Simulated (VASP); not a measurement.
Wanted: the native input for a VASP 6.6.1 run.

| Quantity | Value |
| --- | --- |
| Task | single point |
| Functional | PBEsol |
| Potentials or basis | VASP PAW PBE potentials, release 64 (Pt) |
| Cutoff | 520 eV |
| k mesh | 24 × 24 × 24 |
| Occupations | gaussian, width 0.15 eV |
| Spin | no spin polarisation |
| Dipole correction | no |
| Further INCAR settings | ALGO = Normal; EDIFF = 1e-06; NBANDS = 11 |

The structure of Pt lies in POSCAR:

```
Pt
1.0
   -1.5842200000      1.5842200000      1.5842200000
    1.5842200000     -1.5842200000      1.5842200000
    1.5842200000      1.5842200000     -1.5842200000
Pt
1
Direct
    0.0000000000      0.0000000000      0.0000000000
```

This isn't the form of Pt at room conditions, which is fcc.

The input as run:

INCAR

```
SYSTEM = Pt
PREC     = Accurate       ! precision mode
ENCUT    = 520            ! plane-wave cutoff, eV
EDIFF    = 1E-6           ! SCF threshold, eV
ISMEAR   = 0              ! smearing method
SIGMA    = 0.15           ! smearing width, eV
LREAL    = .FALSE.        ! projectors in reciprocal space
LASPH    = .TRUE.         ! aspherical terms in the spheres
NELM     = 80             ! most SCF steps
ALGO     = Normal         ! electronic algorithm
ISIF     = 2              ! what is computed and relaxed
LWAVE    = .FALSE.        ! write WAVECAR
LCHARG   = .FALSE.        ! write CHGCAR
GGA      = PS             ! functional
NBANDS   = 11             ! bands
```

KPOINTS

```
regular mesh
0
G
  24 24 24
  0 0 0
```

Potentials or basis: VASP PAW PBE potentials, release 64 (Pt).

The run is started by

```bash
$ cat potpaw_PBE.64/Pt/POTCAR > POTCAR
$ mpirun -np 1 vasp_std > vasp.out
```

Results of the run:

```yaml
Pressure: -11.3 GPa
Band_gap_on_the_k_mesh: zero (bands 5 and 6 overlap by 2.12 eV)
```

Caveat: the cell stands under tension; the PAW data sets were made with another functional, which shifts forces and pressure a little; spin-orbit coupling is left out, which moves the levels of the heavy elements.

Wall time 30 s on 1 thread of Intel Xeon 6455B, with other jobs on the host, peak memory 0.18 GiB.
